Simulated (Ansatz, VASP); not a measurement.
## GaP: VASP beside Ansatz

INCAR

```
SYSTEM = GaP
ALGO = Normal
EDIFF = 1E-8
ENCUT = 520
GGA = PE
ISIF = 2
ISMEAR = -1
LASPH = .True.
LCHARG = .False.
LEFG = .True.
LREAL = .False.
LWAVE = .False.
NBANDS = 16
NELM = 80
PREC = Accurate
SIGMA = 0.05
```

The input KPOINTS:

```
k-points
0
Gamma
  10 10 10
  0 0 0
```

The input POSCAR:

```
GaP
1.0
    0.0000000000      2.7252500000      2.7252500000
    2.7252500000      0.0000000000      2.7252500000
    2.7252500000      2.7252500000      0.0000000000
Ga P
1 1
Direct
    0.0000000000      0.0000000000      0.0000000000
    0.7500000000      0.7500000000      0.7500000000
```

Input for Ansatz:

```yaml
crystal:
  lattice:
    - [0.0, 2.72525, 2.72525]
    - [2.72525, 0.0, 2.72525]
    - [2.72525, 2.72525, 0.0]
  atoms:
    - { symbol: Ga, position: [0.0, 0.0, 0.0] }
    - { symbol: P, position: [0.75, 0.75, 0.75] }
kpoints:
  mp_grid: { grid: [10, 10, 10] }
  band_path:
    path:
      - [0.0, 0.0, 0.0]
      - [-0.5, -0.5, 0.0]
      - [-0.375, -0.375, 0.25]
      - [-0.375, 0.0, 0.375]
      - [0.0, 0.0, 0.0]
      - [0.0, 0.0, 0.5]
      - [-0.5, -0.25, 0.25]
      - [-0.5, -0.5, 0.0]
    npoints: 8
scf:
  occupations: { method: fermi_dirac, width: 0.05 }
hamiltonian:
  xc: pbe
  pseudopotentials: { kind: paw }
output:
  forces: true
  stress: true
  eigenvalues: true
  efg: { contact_densities: true }
  populations: true
  bader: true
  dos: { projected: true, de: 0.2, e_range: [-14, 8] }
```

Alike in both runs: task electric field gradients; functional PBE; k mesh 10 × 10 × 10; occupations fermi-dirac, width 0.05 eV; no spin polarisation.

|  | VASP | Ansatz |
| --- | --- | --- |
| version | VASP 6.6.1 | Ansatz 0.2.0 |
| potentials or method | VASP PAW PBE potentials, release 64 (Ga_d, P) | PAW with Ansatz's default frozen-core files, scalar-relativistic |
| plane-wave cutoff (eV) | 520 | 420 |
| valence electrons in the cell | 18 | 18 |

|  | VASP | Ansatz | Ansatz less VASP |
| --- | --- | --- | --- |
| pressure (GPa) | 2.5 | 2.5 | +0.03 |
